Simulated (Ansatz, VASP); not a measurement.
## Two plane-wave programs on PbO

The input INCAR:

```
PREC = Accurate
ENCUT = 910
EDIFF = 1E-6
ISMEAR = 0
SIGMA = 0.05
LREAL = F
LASPH = T
NELM = 120
ALGO = Normal
ISIF = 2
LWAVE = F
LCHARG = F
NBANDS = 28
GGA_COMPAT = F
```

KPOINTS

```
regular mesh
0
Gamma
  8 8 6
```

POSCAR

```
PbO
1.0
    3.8154240000      0.0000000000      0.0000000000
    0.0000000000      4.1333760000      0.0000000000
    0.0000000000      0.0000000000      5.0220000000
Pb O
2 2
Direct
    0.0000000000      0.5000000000      0.2351000000
    0.5000000000      0.0000000000      0.7649000000
    0.0000000000      0.0000000000      0.0000000000
    0.5000000000      0.5000000000      0.0000000000
```

Input for Ansatz:

```yaml
crystal:
  lattice:
    - [3.815424, 0.0, 0.0]
    - [0.0, 4.133376, 0.0]
    - [0.0, 0.0, 5.022]
  atoms:
    - { symbol: Pb, position: [0.0, 0.5, 0.2351] }
    - { symbol: Pb, position: [0.5, 0.0, 0.7649] }
    - { symbol: O, position: [0.0, 0.0, 0.0] }
    - { symbol: O, position: [0.5, 0.5, 0.0] }
basis:
  ecutwfc: 420
kpoints:
  mp_grid: { grid: [8, 8, 6] }
hamiltonian:
  xc: lda
scf:
  occupations: { method: gaussian, width: 0.05 }
output:
  forces: true
  stress: true
  eigenvalues: true
```

Change from the starting cell: strain -0.0400 x Voigt [1, -1, 0, 0, 0, 0], atoms carried along.

Alike in both runs: task single point; functional LDA; k mesh 8 × 8 × 6; occupations gaussian, width 0.05 eV; no spin polarisation.

|  | VASP | Ansatz |
| --- | --- | --- |
| version | VASP 6.6.1 | Ansatz 0.2.0 |
| potentials or method | VASP PAW LDA potentials, release 64 (Pb_d, O_h), cutoff 910 eV | scalar-relativistic, plane waves, PAW |
| valence electrons in the cell | 40 | 40 |

|  | VASP | Ansatz | Ansatz less VASP |
| --- | --- | --- | --- |
| gap on the k mesh at the Fermi level (eV) | 1.16 | 1.18 | +0.021 |
| least direct gap on the mesh (eV) | 2.27 | 2.28 | +0.017 |
| rms of the force components (eV/Å) | 0.249 | 0.242 | -0.0070 |

LDA's correlation is that of Perdew and Zunger in VASP and of Perdew and Wang (1992) in Ansatz. Atom by atom the forces differ by 0.028 eV/Å (rms over components).

Spin-orbit coupling is off throughout. Noted on VASP's run: the cutoff is short for stress, so the pressure is rough.
